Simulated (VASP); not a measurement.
Write the native input for VASP 6.6.1 that does the following.

* Task: single point
* Functional: r2SCAN
* Potentials or basis: VASP PAW PBE potentials, release 64 (Cd, Se)
* Cutoff: 520 eV
* k mesh: 6 × 6 × 4
* Occupations: gaussian, width 0.01 eV
* Spin: no spin polarisation
* Dipole correction: no
* Further INCAR settings: ALGO = Normal; EDIFF = 1e-07; NBANDS = 26

CdSe:

```
Cd Se
1.0
     4.36174    0.00000    0.00000
    -2.18087    3.77738    0.00000
     0.00000    0.00000    7.04618
Cd Se
2 2
Cartesian
  0.0000 2.5183 0.0249
  2.1809 1.2591 3.5480
  0.0000 2.5183 2.6879
  2.1809 1.2591 6.2109
```

This cell differs from its parent crystal: film at in-plane strain +0.005.

One way to write it, as run:

POSCAR

```
CdSe
1.0
    4.3617422409      0.0000000000      0.0000000000
   -2.1808711205      3.7773795854      0.0000000000
    0.0000000000      0.0000000000      7.0461775010
Cd Se
2 2
Direct
    0.3333333333      0.6666666667      0.0035370966
    0.6666666667      0.3333333333      0.5035370966
    0.3333333333      0.6666666667      0.3814629034
    0.6666666667      0.3333333333      0.8814629034
```

INCAR.step1

```
PREC = Accurate
ENCUT = 520
ISMEAR = 0
SIGMA = 0.01
LREAL = F
LASPH = T
NELM = 80
NBANDS = 26
GGA = PE
ALGO = Normal
EDIFF = 1E-4
LWAVE = T
LCHARG = F
```

INCAR.step2

```
PREC = Accurate
ENCUT = 520
EDIFF = 1E-7
ISMEAR = 0
SIGMA = 0.01
LREAL = F
LASPH = T
NELM = 80
ALGO = Normal
ISIF = 2
LWAVE = F
LCHARG = F
METAGGA = R2SCAN
LMIXTAU = T
NBANDS = 26
ISTART = 1
```

KPOINTS

```
Automatic mesh
0
Gamma
  6 6 4
```

Potentials or basis: VASP PAW PBE potentials, release 64 (Cd, Se).

Launch:

```console
$ cat potpaw_PBE.64/Cd/POTCAR potpaw_PBE.64/Se/POTCAR > POTCAR
$ cp INCAR.step1 INCAR
$ mpirun -np 1 vasp_std > vasp.out
$ cp INCAR.step2 INCAR
$ mpirun -np 1 vasp_std > vasp.out
```

It gave:

The pressure is 0.0 GPa. The band gap on the k mesh is 1.10 eV.

Caveat: the cell differs from its parent crystal (film at in-plane strain +0.005); the PAW data sets were made with another functional, which shifts forces and pressure a little.

Wall time 5 min on 1 thread of Intel Xeon 8259CL (shared host), peak memory 0.27 GiB.
